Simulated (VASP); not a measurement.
Runs of VASP 6.6.1 on Sc4Ta. The structure is that of space group P6/mmm (No. 191), or close to it. The cells are those of the table. The cell was generated, and may not be a known phase.

| task | cell | k mesh | cutoff (eV) | gap on the mesh (eV) | pressure (GPa) | relaxed volume (Å³/atom) |
| --- | --- | --- | --- | --- | --- | --- |
| single point | a = 4.745, b = 4.745, c = 5.693 Å, angles 90.0, 90.0, 120.0°, 5 atoms | 6 × 6 × 4 | 520 | none | 20.5 | - |
| relaxation of cell and atoms | relaxed from a = 4.745, b = 4.745, c = 5.693 Å, angles 90.0, 90.0, 120.0°, 5 atoms | 6 × 6 × 4 | 600 | none | 0.0 | 30.66 |
| relaxation of cell and atoms | relaxed from a = 6.090, b = 6.090, c = 4.764 Å, angles 90.0, 90.0, 120.0°, 5 atoms | 6 × 6 × 8 | 600 | none | 0.0 | (a) |
| single point | a = 6.090, b = 6.090, c = 4.764 Å, angles 90.0, 90.0, 120.0°, 5 atoms | 6 × 6 × 4 | 520 | none | 0.1 | - |
| single point | a = 6.103, b = 6.103, c = 4.706 Å, angles 90.0, 90.0, 120.0°, 5 atoms | 6 × 6 × 8 | 520 | none | 0.1 | - |

Alike in all rows: level PBE; potentials or basis VASP PAW PBE potentials, release 64 (Sc_sv, Ta_pv); no spin polarisation; smearing gaussian 0.1 eV.

Q: Fill in the values left out.

A: (a) 30.45.

Caveats: spin-orbit coupling is left out, which moves the levels of the heavy elements; the stress differs along the axes, from -16 to 39 GPa (at least some runs); the volume moved by over 15 % at a fixed basis, so the end points are rough (at least some runs).

A k mesh can miss the band edges, and the runs leave out spin-orbit coupling on Ta.

A gap of «none» marks levels without a gap at the run's occupations.
